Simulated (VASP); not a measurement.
# AlCo3 (Pm-3m) in VASP: single point with r2SCAN

Aim: the single point of AlCo3 with r2SCAN.

All numbers are computed with VASP 6.6.1; they aren't measurements. Logs are shortened: lines on timing, memory, paths and dates and some standing lists are left out, and cuts for length are marked.

## (1) The cell of the first run

Symmetry: Pm-3m, No. 221, cubic system. The conventional cell has a = 3.690 Å, b = 3.690 Å, c = 3.690 Å, α = 90.00°, β = 90.00°, γ = 90.00°. Within 3.4 Å of Al (site symmetry m-3m) lie 12 Co at 2.61 Å. Co (site symmetry 4/mmm) has 4 Al at 2.61 Å and 8 Co at 2.61 Å within 3.4 Å.

## (2) Single point, r2SCAN, collinear spin, ferromagnetic start

POSCAR

```
AlCo3
1.0
    3.6903477342      0.0000000000      0.0000000000
    0.0000000000      3.6903477342      0.0000000000
    0.0000000000      0.0000000000      3.6903477342
Al Co
1 3
Direct
    0.0000000000      0.0000000000      0.0000000000
    0.5000000000      0.5000000000      0.0000000000
    0.5000000000      0.0000000000      0.5000000000
    0.0000000000      0.5000000000      0.5000000000
```

INCAR.step1

```
SYSTEM = AlCo3
  PREC = Accurate
  ENCUT = 520
  ISMEAR = 0
  SIGMA = 0.1
  LREAL = .FALSE.
  LASPH = .TRUE.
  NELM = 150
  ISPIN = 2
  MAGMOM = 0 3 3 3
  LMAXMIX = 4
  NBANDS = 27
  GGA = PE
  ALGO = Normal
  EDIFF = 1E-4
  LWAVE = .TRUE.
  LCHARG = .FALSE.
```

INCAR.step2

```
SYSTEM = AlCo3
  PREC = Accurate
  ENCUT = 520
  EDIFF = 1E-7
  ISMEAR = 0
  SIGMA = 0.1
  LREAL = .FALSE.
  LASPH = .TRUE.
  NELM = 150
  ALGO = Normal
  ISIF = 2
  LWAVE = .FALSE.
  LCHARG = .FALSE.
  ISPIN = 2
  MAGMOM = 0 3 3 3
  LORBIT = 11
  LMAXMIX = 4
  METAGGA = R2SCAN
  LMIXTAU = .TRUE.
  NBANDS = 27
  ISTART = 1
```

KPOINTS

```
regular mesh
0
G
  12 12 12
  0 0 0
```

Potentials or basis: VASP PAW PBE potentials, release 64 (Al, Co).

Command:

```sh
cat potpaw_PBE.64/Al/POTCAR potpaw_PBE.64/Co/POTCAR > POTCAR
cp INCAR.step1 INCAR
mpirun -np 1 vasp_std > vasp.out
cp INCAR.step2 INCAR
mpirun -np 1 vasp_std > vasp.out
```

OUTCAR:

```text
SYSTEM = AlCo3
   PREC = Accurate
   ENCUT = 520
   EDIFF = 1E-7
   ISMEAR = 0
   LREAL = .FALSE.
   LASPH = .TRUE.
   NELM = 150
   ISIF = 2
   ISPIN = 2
   LORBIT = 11
   METAGGA = R2SCAN
   ISTART = 1

 ion  position               nearest neighbor table
   1  0.000  0.000  0.000-   2 2.61   3 2.61   4 2.61   3 2.61   4 2.61   2 2.61   4 2.61   4 2.61
                             2 2.61   3 2.61   3 2.61   2 2.61
   2  0.500  0.500  0.000-   1 2.61   3 2.61   4 2.61   3 2.61   4 2.61   1 2.61   3 2.61   3 2.61
                             1 2.61   4 2.61   4 2.61   1 2.61
   3  0.500  0.000  0.500-   1 2.61   2 2.61   4 2.61   1 2.61   2 2.61   2 2.61   4 2.61   2 2.61
                             1 2.61   4 2.61   1 2.61   4 2.61
   4  0.000  0.500  0.500-   1 2.61   2 2.61   3 2.61   1 2.61   2 2.61   1 2.61   3 2.61   1 2.61
                             2 2.61   3 2.61   2 2.61   3 2.61

  LATTYP: Found a simple cubic cell.
 ALAT       =     3.6903477342

  Lattice vectors:

 A1 = (   3.6903477342,   0.0000000000,   0.0000000000)
 A2 = (   0.0000000000,   3.6903477342,   0.0000000000)
 A3 = (   0.0000000000,   0.0000000000,   3.6903477342)

Analysis of symmetry for initial positions (statically):
=====================================================================
 Subroutine PRICEL returns:
 Original cell was already a primitive cell.

 Routine SETGRP: Setting up the symmetry group for a
 simple cubic supercell.

 Subroutine GETGRP returns: Found 48 space group operations
 (whereof 48 operations were pure point group operations)
 out of a pool of 48 trial point group operations.

The static configuration has the point symmetry O_h .

Analysis of symmetry for dynamics (positions and initial velocities):
=====================================================================
 Subroutine PRICEL returns:
 Original cell was already a primitive cell.

 Routine SETGRP: Setting up the symmetry group for a
 simple cubic supercell.

 Subroutine GETGRP returns: Found 48 space group operations
 (whereof 48 operations were pure point group operations)
 out of a pool of 48 trial point group operations.

The dynamic configuration has the point symmetry O_h .

Analysis of structural, dynamic, and magnetic symmetry:
=====================================================================
 Subroutine PRICEL returns:
 Original cell was already a primitive cell.

 Routine SETGRP: Setting up the symmetry group for a
 simple cubic supercell.

 Subroutine GETGRP returns: Found 48 space group operations
 (whereof 48 operations were pure point group operations)
 out of a pool of 48 trial point group operations.

The overall configuration has the point symmetry O_h .

 Subroutine INISYM returns: Found 48 space group operations
 (whereof 48 operations are pure point group operations),
 and found     1 'primitive' translations

----------------------------------------------------------------------------------------

                                     Primitive cell

  volume of cell :      50.2576

  direct lattice vectors                    reciprocal lattice vectors
     3.690347734  0.000000000  0.000000000     0.270977174  0.000000000  0.000000000
     0.000000000  3.690347734  0.000000000     0.000000000  0.270977174  0.000000000
     0.000000000  0.000000000  3.690347734     0.000000000  0.000000000  0.270977174

  length of vectors
     3.690347734  3.690347734  3.690347734     0.270977174  0.270977174  0.270977174

  position of ions in fractional coordinates (direct lattice)
     0.000000000  0.000000000  0.000000000
     0.500000000  0.500000000  0.000000000
     0.500000000  0.000000000  0.500000000
     0.000000000  0.500000000  0.500000000

  ion indices of the primitive-cell ions
   primitive index   ion index
                 1           1
                 2           2
                 3           3
                 4           4

----------------------------------------------------------------------------------------

 KPOINTS: regular mesh

Automatic generation of k-mesh.
 Grid dimensions read from file:
 generate k-points for:   12   12   12

 Generating k-lattice:

  Cartesian coordinates                     Fractional coordinates (reciprocal lattice)
     0.022581431  0.000000000  0.000000000     0.083333333  0.000000000  0.000000000
     0.000000000  0.022581431  0.000000000     0.000000000  0.083333333  0.000000000
     0.000000000  0.000000000  0.022581431     0.000000000  0.000000000  0.083333333

  Length of vectors
     0.022581431  0.022581431  0.022581431

  Shift w.r.t. Gamma in fractional coordinates (k-lattice)
     0.000000000  0.000000000  0.000000000

 Subroutine IBZKPT returns following result:
 ===========================================

 Found     84 irreducible k-points:

 Following reciprocal coordinates:
            Coordinates               Weight
  0.000000  0.000000  0.000000      1.000000
  0.083333  0.000000  0.000000      6.000000
  0.166667  0.000000  0.000000      6.000000
  0.250000  0.000000  0.000000      6.000000
  0.333333  0.000000  0.000000      6.000000
  0.416667  0.000000  0.000000      6.000000
[... 16 lines left out ...]
  0.333333  0.333333  0.000000     12.000000
  0.416667  0.333333  0.000000     24.000000
 [... further k-points ...]
   k-points           NKPTS =     84   k-points in BZ     NKDIM =     84   number of bands    NBANDS=     27
   number of dos      NEDOS =    301   number of ions     NIONS =      4
   total plane-waves  NPLWV =  21952
   dimension x,y,z NGX =    28 NGY =   28 NGZ =   28
   dimension x,y,z NGXF=    56 NGYF=   56 NGZF=   56
   ions per type =               1   3
   NGX,Y,Z   is equivalent  to a cutoff of  12.61, 12.61, 12.61 a.u.
   NGXF,Y,Z  is equivalent  to a cutoff of  25.23, 25.23, 25.23 a.u.
 SYSTEM =  AlCo3
   PREC   = accura    normal or accurate (medium, high low for compatibility)
   ISTART =      1    job   : 0-new  1-cont  2-samecut
   ICHARG =      0    charge: 1-file 2-atom 10-const
   ISPIN  =      2    spin polarized calculation?
   LNONCOLLINEAR =      F non collinear calculations
   LSORBIT =      F    spin-orbit coupling
   LASPH  =      T    aspherical Exc in radial PAW
   ENCUT  =  520.0 eV  38.22 Ry    6.18 a.u.   6.86  6.86  6.86*2*pi/ulx,y,z
   NELM   =    150;   NELMIN=  2; NELMDL=  0     # of ELM steps
   EDIFF  = 0.1E-06   stopping-criterion for ELM
   LREAL  =      F    real-space projection
   EDIFFG = 0.1E-05   stopping-criterion for IOM
   NSW    =      0    number of steps for IOM
   IBRION =     -1    ionic relax: 0-MD 1-quasi-New 2-CG
   NFREE  =      0    steps in history (QN), initial steepest desc. (CG)
   ISIF   =      2    stress and relaxation
   ISYM   =      2    0-nonsym 1-usesym 2-fastsym
   POTIM  = 0.5000    time-step for ionic-motion
   TEBEG  =    0.0;   TEEND  =   0.0 temperature during run
   PSTRESS=    0.0 pullay stress
   NELECT =      30.0000    total number of electrons
   NUPDOWN=      -1.0000    fix difference up-down
   EMIN   =  10.00;   EMAX   =-10.00  energy-range for DOS
   EFERMI =   0.00;   METHOD = LEGACY
   ISMEAR =     0;   SIGMA  =   0.10  broadening in eV -4-tet -1-fermi 0-gaus
   EFERMI_NEDOS =   21; number of points for ismear=-14 and -15
   IALGO  =     38    algorithm
   IMIX   =      4    mixing-type and parameters
     AMIX     =   0.40;   BMIX     =  1.00
     AMIX_MAG =   1.60;   BMIX_MAG =  1.00
  volume/ion in A,a.u.               =      12.56        84.79
  Fermi-wavevector in a.u.,A,eV,Ry     =   1.378419  2.604834 25.851604  1.900039
  Thomas-Fermi vector in A             =   2.503482
   LORBIT       =     11    0 simple, 1 ext, 2 COOP (PROOUT), +10 PAW based schemes
   METAGGA = R2SCAN    functional components
   LHFCALC =     F    Hartree Fock is set to
   AEXX    =    0.0000 exact exchange contribution
   IVDW    =     0    specifies the selected vdW correction
   LEPSILON=     F    determine dielectric tensor
   LRPA    =     F    only Hartree local field effects (RPA)
 spin polarized calculation
 Gauss-broadening in eV      SIGMA  =   0.10
  energy-cutoff  :      520.00
  volume of cell :       50.26
 maximum number of plane-waves:      1376
 NGX is ok and might be reduce to    28
   NGX = 13   NGY = 13   NGZ = 13

 number of electron      29.9999985 magnetization       4.8436702

 Free energy of the ion-electron system (eV)
  ---------------------------------------------------
  ext. energy  EPLUGINS =         0.00000000
  ---------------------------------------------------
  free energy    TOTEN  =       -46.99485919 eV

  energy without entropy =      -46.98555550  energy(sigma->0) =      -46.99020734

 E-fermi :   9.1432     XC(G=0): -13.2413

 val. band max:        9.1417094303   @ k =   0.5000   0.2500   0.0000
 cond. band min:       9.1492039074   @ k =   0.0833   0.0000   0.0000
 fundamental gap:      0.0074944771
 Fermi energy:         9.1432259631

 spin component 1

 k-point     1 :       0.0000    0.0000    0.0000
  band No.  band energies     occupation
      1      -1.0486      1.00000
      2       3.4130      1.00000
      3       4.3522      1.00000
      4       4.3522      1.00000
      5       5.0627      1.00000
      6       5.0627      1.00000
[... 709 lines left out ...]
     26      21.1078      0.00000
     27      21.7874      0.00000

 [... further k-points ...]

 spin component 2

 k-point     1 :       0.0000    0.0000    0.0000
  band No.  band energies     occupation
      1      -1.2757      1.00000
      2       5.7068      1.00000
      3       6.1364      1.00000
      4       6.1371      1.00000
      5       6.1372      1.00000
      6       6.6131      1.00000
[... 709 lines left out ...]
     26      21.6399      0.00000
     27      22.0384      0.00000

 [... further k-points ...]

------------------------ aborting loop because EDIFF is reached ----------------------------------------

  FORCE on cell =-STRESS in cart. coord.  units (eV):
  Direction    XX          YY          ZZ          XY          YZ          ZX
  --------------------------------------------------------------------------------------
  -------------------------------------------------------------------------------------
  Total       -3.6833163     -3.6833163     -3.6833163     -0.0000000      0.0000000     -0.0000000
  in kB     -117.4215271   -117.4215271   -117.4215271     -0.0000000      0.0000000     -0.0000000
  external PRESSURE =    -117.4215271 kB  Pullay stress =       0.0000000 kB

 VOLUME and BASIS-vectors are now :
 -----------------------------------------------------------------------------
  energy-cutoff  :      520.00
  volume of cell :       50.26
      direct lattice vectors                 reciprocal lattice vectors
     3.690347734  0.000000000  0.000000000     0.270977174  0.000000000  0.000000000
     0.000000000  3.690347734  0.000000000     0.000000000  0.270977174  0.000000000
     0.000000000  0.000000000  3.690347734     0.000000000  0.000000000  0.270977174

 POSITION                                       TOTAL-FORCE (eV/Angst)
 -----------------------------------------------------------------------------------
      0.00000      0.00000      0.00000         0.000000      0.000000      0.000000
      1.84517      1.84517      0.00000         0.000000      0.000000      0.000000
      1.84517      0.00000      1.84517         0.000000      0.000000      0.000000
      0.00000      1.84517      1.84517         0.000000      0.000000      0.000000
 -----------------------------------------------------------------------------------
    total drift:                                0.000000      0.000000      0.000000

  FREE ENERGIE OF THE ION-ELECTRON SYSTEM (eV)
  ---------------------------------------------------
  free  energy   TOTEN  =       -46.9948591856 eV

  energy  without entropy=      -46.9855555036  energy(sigma->0) =      -46.99020734

 total charge

# of ion       s       p       d       tot
------------------------------------------
    1        0.398   0.397   0.000   0.795
    2        0.449   0.482   7.215   8.146
    3        0.449   0.482   7.215   8.146
    4        0.449   0.482   7.215   8.146
--------------------------------------------------
tot          1.745   1.844  21.644  25.234

 magnetization (x)

# of ion       s       p       d       tot
------------------------------------------
    1       -0.002  -0.032   0.000  -0.033
    2        0.015  -0.010   1.697   1.701
    3        0.015  -0.010   1.697   1.701
    4        0.015  -0.010   1.697   1.701
--------------------------------------------------
tot          0.043  -0.063   5.090   5.070
```

Wall time 7.8 min (1 thread of AMD EPYC 9R45 (Zen 5), shared host); peak memory 0.27 GiB.

Results:

```yaml
Free_energy: -46.9949 eV
Pressure: -11.7 GPa
Net_moment: 4.84 μB per cell
Site_moments: Al -0.03; Co +1.70 μB
Valence_electrons_inside_the_program's_atomic_spheres: Al 0.80; Co 8.15
```

Levels at points of the mesh, in eV from the Fermi level:
Spin up:
```csv
k point,band 13,band 14,band 15,band 16,band 17,band 18,band 19,band 20,band 21,band 22
"(0.00, 0.00, 0.00)",-1.96,-1.05,-1.05,-1.05,0.31,0.31,0.31,5.65,5.65,5.97
"(0.50, 0.00, 0.00)",-2.52,-2.43,-2.07,-2.07,-1.05,4.73,4.73,4.89,4.89,5.75
"(0.50, 0.50, 0.00)",-2.84,-2.57,-1.91,-1.75,-1.26,-0.32,-0.32,7.31,7.45,7.45
"(0.50, 0.50, 0.50)",-2.38,-1.84,-1.84,-1.45,-1.45,-1.45,-0.71,2.53,3.21,3.21
```
Spin down:
| k point | band 11 | band 12 | band 13 | band 14 | band 15 | band 16 |
| --- | --- | --- | --- | --- | --- | --- |
| (0.00, 0.00, 0.00) | 0.30 | 0.30 | 0.30 | 0.49 | 0.49 | 0.49 |
| (0.50, 0.00, 0.00) | -0.77 | -0.77 | 0.19 | 0.49 | 0.76 | 1.05 |
| (0.50, 0.50, 0.00) | -0.54 | -0.46 | -0.39 | 0.47 | 0.69 | 0.75 |
| (0.50, 0.50, 0.50) | -0.95 | -0.66 | -0.66 | 0.71 | 0.71 | 0.71 |

Caveat: the cell stands under tension; the PAW data sets were made with another functional, which shifts forces and pressure a little.
